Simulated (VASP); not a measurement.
# Al2O3 (R-3c) in VASP: a series of runs

The runs below take Al2O3 through single point, relaxation of cell and atoms, with LDA.

All numbers are computed with VASP 6.6.1; they aren't measurements. Logs are shortened: lines on timing, memory, paths and dates and some standing lists are left out, and cuts for length are marked.

**Experimental background.**

From “Multi-petahertz electron interference in Cr:Al2O3 solid-state material”, 2018, pmc:5906618, for a bulk crystal of Al2O3: band gap 8.7 eV (optical).

The runs below are set against these values where they give the same quantity.

### 1 The cell of the first run

The structure is trigonal, space group R-3c (No. 167). Conventional cell: a = 4.729 Å, b = 4.729 Å, c = 12.892 Å, α = 90.00°, β = 90.00°, γ = 120.00°. Al (site symmetry 3) has 6 O at 1.84 to 1.95 Å within 2.4 Å. Within 2.4 Å of O (site symmetry 2) lie 4 Al at 1.84 to 1.95 Å.

### 2 Single point, LDA

Contents of INCAR:

```
ALGO = Normal ; EDIFF = 1E-6
ENCUT = 520 ; GGA = CA
ISIF = 2 ; ISMEAR = 0
LASPH = True ; LCHARG = False
LREAL = False ; LWAVE = False
NBANDS = 35 ; NELM = 60
PREC = Accurate ; SIGMA = 0.01
```

Contents of KPOINTS:

```
k-points
0
Gamma
  5 5 5
```

Contents of POSCAR:

```
Al2O3
1.0
    2.3646090842      1.3652076913      4.2971942276
   -2.3646090842      1.3652076913      4.2971942276
    0.0000000000     -2.7304153826      4.2971942276
Al O
4 6
Direct
    0.3520202059      0.3520202059      0.3520202059
    0.1479797941      0.1479797941      0.1479797941
    0.6479797941      0.6479797941      0.6479797941
    0.8520202059      0.8520202059      0.8520202059
    0.5558485310      0.9441514690      0.2500000000
    0.2500000000      0.5558485310      0.9441514690
    0.9441514690      0.2500000000      0.5558485310
    0.4441514690      0.0558485310      0.7500000000
    0.7500000000      0.4441514690      0.0558485310
    0.0558485310      0.7500000000      0.4441514690
```

Potentials or basis: VASP PAW LDA potentials, release 64 (Al, O).

Command:

```
> cat potpaw_LDA.64/Al/POTCAR potpaw_LDA.64/O/POTCAR > POTCAR
> mpirun -np 1 vasp_std > vasp.out
```

OUTCAR:

```text
EDIFF = 1E-6
   ENCUT = 520
   GGA = CA
   ISIF = 2
   ISMEAR = 0
   LASPH = True
   LREAL = False
   NELM = 60
   PREC = Accurate

 ion  position               nearest neighbor table
   1  0.352  0.352  0.352-  10 1.84   8 1.84   9 1.84   5 1.95   7 1.95   6 1.95   2 2.63   3 2.77
                             3 2.77   3 2.77   2 3.20   2 3.20   2 3.20
   2  0.148  0.148  0.148-   9 1.84   8 1.84  10 1.84   5 1.95   7 1.95   6 1.95   1 2.63   4 2.77
                             4 2.77   4 2.77   1 3.20   1 3.20   1 3.20
   3  0.648  0.648  0.648-   7 1.84   5 1.84   6 1.84   8 1.95   9 1.95  10 1.95   4 2.63   1 2.77
                             1 2.77   1 2.77   4 3.20   4 3.20   4 3.20
   4  0.852  0.852  0.852-   6 1.84   5 1.84   7 1.84   8 1.95   9 1.95  10 1.95   3 2.63   2 2.77
                             2 2.77   2 2.77   3 3.20   3 3.20   3 3.20
   5  0.556  0.944  0.250-   3 1.84   4 1.84   1 1.95   2 1.95
   6  0.250  0.556  0.944-   4 1.84   3 1.84   1 1.95   2 1.95
   7  0.944  0.250  0.556-   3 1.84   4 1.84   1 1.95   2 1.95
   8  0.444  0.056  0.750-   1 1.84   2 1.84   3 1.95   4 1.95
   9  0.750  0.444  0.056-   2 1.84   1 1.84   3 1.95   4 1.95
  10  0.056  0.750  0.444-   1 1.84   2 1.84   3 1.95   4 1.95

  LATTYP: Found a trigonal (rhomboedric) cell.
 ALAT       =     5.0912715888
 COS(alpha) =     0.5685840736

  Lattice vectors:

 A1 = (   2.3646090842,   1.3652076913,   4.2971942276)
 A2 = (  -2.3646090842,   1.3652076913,   4.2971942276)
 A3 = (   0.0000000000,  -2.7304153826,   4.2971942276)

Analysis of symmetry for initial positions (statically):
=====================================================================
 Subroutine PRICEL returns:
 Original cell was already a primitive cell.

 Routine SETGRP: Setting up the symmetry group for a
 trigonal (rhombohedral) supercell.

 Subroutine GETGRP returns: Found 12 space group operations
 (whereof  6 operations were pure point group operations)
 out of a pool of 12 trial point group operations.

The static configuration has the point symmetry S_6 .
 The point group associated with its full space group is D_3d.

Analysis of symmetry for dynamics (positions and initial velocities):
=====================================================================
 Subroutine PRICEL returns:
 Original cell was already a primitive cell.

 Routine SETGRP: Setting up the symmetry group for a
 trigonal (rhombohedral) supercell.

 Subroutine GETGRP returns: Found 12 space group operations
 (whereof  6 operations were pure point group operations)
 out of a pool of 12 trial point group operations.

The dynamic configuration has the point symmetry S_6 .
 The point group associated with its full space group is D_3d.

 Subroutine INISYM returns: Found 12 space group operations
 (whereof  6 operations are pure point group operations),
 and found     1 'primitive' translations

----------------------------------------------------------------------------------------

                                     Primitive cell

  volume of cell :      83.2328

  direct lattice vectors                    reciprocal lattice vectors
     2.364609084  1.365207691  4.297194228     0.211451442  0.122081547  0.077569995
    -2.364609084  1.365207691  4.297194228    -0.211451442  0.122081547  0.077569995
     0.000000000 -2.730415383  4.297194228     0.000000000 -0.244163094  0.077569995

  length of vectors
     5.091271589  5.091271589  5.091271589     0.256188837  0.256188837  0.256188837

  position of ions in fractional coordinates (direct lattice)
     0.352020206  0.352020206  0.352020206
     0.147979794  0.147979794  0.147979794
     0.647979794  0.647979794  0.647979794
     0.852020206  0.852020206  0.852020206
     0.555848531  0.944151469  0.250000000
     0.250000000  0.555848531  0.944151469
     0.944151469  0.250000000  0.555848531
     0.444151469  0.055848531  0.750000000
     0.750000000  0.444151469  0.055848531
     0.055848531  0.750000000  0.444151469

  ion indices of the primitive-cell ions
   primitive index   ion index
                 1           1
                 2           2
                 3           3
                 4           4
                 5           5
                 6           6
                 7           7
                 8           8
                 9           9
                10          10

----------------------------------------------------------------------------------------

 KPOINTS: k-points

Automatic generation of k-mesh.
 Grid dimensions read from file:
 generate k-points for:    5    5    5

 Generating k-lattice:

  Cartesian coordinates                     Fractional coordinates (reciprocal lattice)
     0.042290288  0.024416309  0.015513999     0.200000000  0.000000000  0.000000000
    -0.042290288  0.024416309  0.015513999     0.000000000  0.200000000  0.000000000
     0.000000000 -0.048832619  0.015513999     0.000000000  0.000000000  0.200000000

  Length of vectors
     0.051237767  0.051237767  0.051237767

  Shift w.r.t. Gamma in fractional coordinates (k-lattice)
     0.000000000  0.000000000  0.000000000

 Subroutine IBZKPT returns following result:
 ===========================================

 Found     19 irreducible k-points:

 Following reciprocal coordinates:
            Coordinates               Weight
  0.000000  0.000000  0.000000      1.000000
  0.200000  0.000000 -0.000000      6.000000
  0.400000  0.000000  0.000000      6.000000
  0.200000  0.200000 -0.000000      6.000000
  0.400000  0.200000 -0.000000     12.000000
 -0.400000  0.200000  0.000000     12.000000
[... 11 lines left out ...]
  0.400000  0.400000  0.400000      2.000000
 -0.400000  0.400000  0.400000      6.000000
   k-points           NKPTS =     19   k-points in BZ     NKDIM =     19   number of bands    NBANDS=     35
   number of dos      NEDOS =    301   number of ions     NIONS =     10
   total plane-waves  NPLWV =  64000
   dimension x,y,z NGX =    40 NGY =   40 NGZ =   40
   dimension x,y,z NGXF=    80 NGYF=   80 NGZF=   80
   ions per type =               4   6
   NGX,Y,Z   is equivalent  to a cutoff of  13.06, 13.06, 13.06 a.u.
   NGXF,Y,Z  is equivalent  to a cutoff of  26.12, 26.12, 26.12 a.u.
 SYSTEM =  unknown system
   PREC   = accura    normal or accurate (medium, high low for compatibility)
   ISTART =      0    job   : 0-new  1-cont  2-samecut
   ICHARG =      2    charge: 1-file 2-atom 10-const
   ISPIN  =      1    spin polarized calculation?
   LNONCOLLINEAR =      F non collinear calculations
   LSORBIT =      F    spin-orbit coupling
   LASPH  =      T    aspherical Exc in radial PAW
   ENCUT  =  520.0 eV  38.22 Ry    6.18 a.u.   9.47  9.47  9.47*2*pi/ulx,y,z
   NELM   =     60;   NELMIN=  2; NELMDL= -5     # of ELM steps
   EDIFF  = 0.1E-05   stopping-criterion for ELM
   LREAL  =      F    real-space projection
   EDIFFG = 0.1E-04   stopping-criterion for IOM
   NSW    =      0    number of steps for IOM
   IBRION =     -1    ionic relax: 0-MD 1-quasi-New 2-CG
   NFREE  =      0    steps in history (QN), initial steepest desc. (CG)
   ISIF   =      2    stress and relaxation
   ISYM   =      2    0-nonsym 1-usesym 2-fastsym
   POTIM  = 0.5000    time-step for ionic-motion
   TEBEG  =    0.0;   TEEND  =   0.0 temperature during run
   PSTRESS=    0.0 pullay stress
   NELECT =      48.0000    total number of electrons
   NUPDOWN=      -1.0000    fix difference up-down
   EMIN   =  10.00;   EMAX   =-10.00  energy-range for DOS
   EFERMI =   0.00;   METHOD = LEGACY
   ISMEAR =     0;   SIGMA  =   0.01  broadening in eV -4-tet -1-fermi 0-gaus
   EFERMI_NEDOS =   21; number of points for ismear=-14 and -15
   IALGO  =     38    algorithm
   IMIX   =      4    mixing-type and parameters
     AMIX     =   0.40;   BMIX     =  1.00
     AMIX_MAG =   1.60;   BMIX_MAG =  1.00
  volume/ion in A,a.u.               =       8.32        56.17
  Fermi-wavevector in a.u.,A,eV,Ry     =   1.362669  2.575072 25.264218  1.856868
  Thomas-Fermi vector in A             =   2.489139
   LORBIT       =      0    0 simple, 1 ext, 2 COOP (PROOUT), +10 PAW based schemes
   GGA     = CA    functional components
   LHFCALC =     F    Hartree Fock is set to
   AEXX    =    0.0000 exact exchange contribution
   IVDW    =     0    specifies the selected vdW correction
   LEPSILON=     F    determine dielectric tensor
   LRPA    =     F    only Hartree local field effects (RPA)
 non-spin polarized calculation
 Gauss-broadening in eV      SIGMA  =   0.01
  energy-cutoff  :      520.00
  volume of cell :       83.23
 maximum number of plane-waves:      2262
 NGX is ok and might be reduce to    40
   NGX = 19   NGY = 19   NGZ = 19

 number of electron      48.0000010 magnetization

 Free energy of the ion-electron system (eV)
  ---------------------------------------------------
  ext. energy  EPLUGINS =         0.00000000
  ---------------------------------------------------
  free energy    TOTEN  =       -83.10342023 eV

  energy without entropy =      -83.10342023  energy(sigma->0) =      -83.10342023

 E-fermi :   6.1509     XC(G=0): -12.2688

 val. band max:        6.0676476448   @ k =   0.0000   0.0000   0.0000
 cond. band min:      12.5075568273   @ k =   0.0000   0.0000   0.0000
 fundamental gap:      6.4399091825
 Fermi energy:         6.1508715913

 k-point     1 :       0.0000    0.0000    0.0000
  band No.  band energies     occupation
      1     -13.1212      2.00000
      2     -10.6028      2.00000
      3     -10.2968      2.00000
      4     -10.2968      2.00000
      5      -9.9545      2.00000
      6      -9.9545      2.00000
[... 27 lines left out ...]
     34      19.8203      0.00000
     35      20.6549      0.00000
[... 653 lines left out ...]
      5     -10.0335      2.00000
      6      -9.9576      2.00000
[... 27 lines left out ...]
     34      19.1493      0.00000
     35      20.1250      0.00000

------------------------ aborting loop because EDIFF is reached ----------------------------------------

  FORCE on cell =-STRESS in cart. coord.  units (eV):
  Direction    XX          YY          ZZ          XY          YZ          ZX
  --------------------------------------------------------------------------------------
  -------------------------------------------------------------------------------------
  Total        0.4635757      0.4635757      0.3506717      0.0000000      0.0000000      0.0000000
  in kB        8.9235343      8.9235343      6.7502047      0.0000000      0.0000000      0.0000000
  external PRESSURE =       8.1990911 kB  Pullay stress =       0.0000000 kB

 VOLUME and BASIS-vectors are now :
 -----------------------------------------------------------------------------
  energy-cutoff  :      520.00
  volume of cell :       83.23
      direct lattice vectors                 reciprocal lattice vectors
     2.364609084  1.365207691  4.297194228     0.211451442  0.122081547  0.077569995
    -2.364609084  1.365207691  4.297194228    -0.211451442  0.122081547  0.077569995
     0.000000000 -2.730415383  4.297194228     0.000000000 -0.244163094  0.077569995

 POSITION                                       TOTAL-FORCE (eV/Angst)
 -----------------------------------------------------------------------------------
      0.00000      0.00000      4.53810        -0.000000      0.000000     -0.010546
      0.00000      0.00000      1.90769        -0.000000     -0.000000      0.010546
      0.00000      0.00000      8.35349        -0.000000     -0.000000      0.010546
      0.00000      0.00000     10.98389        -0.000000      0.000000     -0.010546
     -0.91818      1.36521      7.52009        -0.007172     -0.000000     -0.000000
     -0.72321     -1.47778      7.52009         0.003586     -0.006211      0.000000
      1.64140      0.11257      7.52009         0.003586      0.006211      0.000000
      0.91818     -1.36521      5.37149         0.007172     -0.000000      0.000000
      0.72321      1.47778      5.37149        -0.003586      0.006211      0.000000
     -1.64140     -0.11257      5.37149        -0.003586     -0.006211      0.000000
 -----------------------------------------------------------------------------------
    total drift:                                0.000000      0.000000     -0.000000

  FREE ENERGIE OF THE ION-ELECTRON SYSTEM (eV)
  ---------------------------------------------------
  free  energy   TOTEN  =       -83.1034202261 eV

  energy  without entropy=      -83.1034202261  energy(sigma->0) =      -83.10342023
```

Wall time 47 s (1 thread of Intel Xeon Platinum 8488C (Sapphire Rapids), shared host); peak memory 0.2 GiB.

Results:

```
Free energy            : -83.1034 eV
Pressure               : 0.8 GPa
Largest force          : 0.011 eV/Å
Band gap on the k mesh : 6.44 eV, direct
```

Forces in eV/Å, atoms in the order of the input:
```
Al   0.000  0.000 -0.011
Al   0.000  0.000  0.011
Al   0.000  0.000  0.011
Al   0.000  0.000 -0.011
O   -0.007  0.000  0.000
O    0.004 -0.006  0.000
O    0.004  0.006  0.000
O    0.007  0.000  0.000
O   -0.004  0.006  0.000
O   -0.004 -0.006  0.000
```

Stress tensor (GPa, compression positive):
```
0.89 0.00 0.00
0.00 0.89 0.00
0.00 0.00 0.68
```

### 3 Relaxation of cell and atoms, LDA

This run uses another cell than the first one, of 8.50 Å³/atom, 1.021 times its volume.

Contents of INCAR:

```
SYSTEM = Al2O3
PREC = Accurate ; ENCUT = 600
EDIFF = 1E-7 ; ISMEAR = 0
SIGMA = 0.01 ; LREAL = .False.
LASPH = .True. ; NELM = 60
ALGO = Normal ; ISIF = 3
LWAVE = .False. ; LCHARG = .False.
GGA = CA ; IBRION = 2
NSW = 100 ; EDIFFG = -0.003
```

Contents of KPOINTS:

```
regular mesh
0
Gamma
  5 5 5
  0 0 0
```

Contents of POSCAR:

```
Al2O3
1.0
    2.3802500000      1.3742379782      4.3318666667
   -2.3802500000      1.3742379782      4.3318666667
    0.0000000000     -2.7484759565      4.3318666667
Al O
4 6
Direct
    0.3521600000      0.3521600000      0.3521600000
    0.1478400000      0.1478400000      0.1478400000
    0.6478400000      0.6478400000      0.6478400000
    0.8521600000      0.8521600000      0.8521600000
    0.5566800000      0.9433200000      0.2500000000
    0.2500000000      0.5566800000      0.9433200000
    0.9433200000      0.2500000000      0.5566800000
    0.4433200000      0.0566800000      0.7500000000
    0.7500000000      0.4433200000      0.0566800000
    0.0566800000      0.7500000000      0.4433200000
```

Potentials or basis: VASP PAW LDA potentials, release 64 (Al, O).

Command:

```
> cat potpaw_LDA.64/Al/POTCAR potpaw_LDA.64/O/POTCAR > POTCAR
> mpirun -np 1 vasp_std > vasp.out
```

It took 4.5 min on 1 thread of Intel Xeon Platinum 8488C (Sapphire Rapids), shared host; peak memory 0.23 GiB.

It converged, with:

| Property | Result |
| --- | --- |
| Free energy | -83.1332 eV |
| Relaxed volume | 8.34 Å³/atom |
| Relaxed cell | a = 5.093 Å, b = 5.093 Å, c = 5.093 Å, α = 55.36°, β = 55.36°, γ = 55.36° |
| Space group after relaxing (to 0.05 Å) | R-3c (No. 167) |
| Energy gained by relaxing | 2.8 meV/atom |
| Ionic steps | 10 |
| Pressure after relaxing | 0.0 GPa |
| Band gap on the k mesh | 6.42 eV, direct |

The path:
```csv
step,energy change (eV),largest force (eV/Å),pressure (GPa),volume (Å³)
1,0.0000,0.1260,-4.89,85.02
2,-0.0042,0.0681,4.96,81.86
3,-0.0274,0.0304,0.07,83.35
4,-0.0274,0.0283,0.17,83.32
5,-0.0276,0.0127,0.08,83.35
6,-0.0276,0.0066,0.10,83.34
7,-0.0276,0.0023,-0.07,83.40
8,-0.0276,0.0037,-0.02,83.38
9,-0.0276,0.0038,-0.01,83.38
10,-0.0276,0.0012,0.00,83.38
```

Final structure:
```yaml
crystal:
  lattice:
    - [2.36624, 1.36615, 4.29862]
    - [-2.36624, 1.36615, 4.29862]
    - [0.00000, -2.73230, 4.29862]
  atoms:
    - { symbol: Al, position: [0.35199, 0.35199, 0.35199] }
    - { symbol: Al, position: [0.14801, 0.14801, 0.14801] }
    - { symbol: Al, position: [0.64801, 0.64801, 0.64801] }
    - { symbol: Al, position: [0.85199, 0.85199, 0.85199] }
    - { symbol: O, position: [0.55575, 0.94425, 0.25000] }
    - { symbol: O, position: [0.25000, 0.55575, 0.94425] }
    - { symbol: O, position: [0.94425, 0.25000, 0.55575] }
    - { symbol: O, position: [0.44425, 0.05575, 0.75000] }
    - { symbol: O, position: [0.75000, 0.44425, 0.05575] }
    - { symbol: O, position: [0.05575, 0.75000, 0.44425] }
```

Levels at points of the mesh, in eV from the valence-band top:
```tsv
k point	band 22	band 23	band 24	band 25	band 26	band 27
(0.00, 0.00, 0.00)	-0.04	-0.04	0.00	6.42	9.08	10.78
```

A hybrid or GW would open this gap; LDA tends to underestimate it. LDA usually gives volumes a few per cent too small.

### 4 How close it comes

Step 2. A measured gap of Al2O3 is 8.7 eV (optical; quoted in “Multi-petahertz electron interference in Cr:Al2O3 solid-state material”, 2018, pmc:5906618); the calculated 6.44 eV misses it by -2.26 eV. The value is that of LDA, without temperature or zero-point motion. Semilocal functionals fall short of measured gaps as a rule.
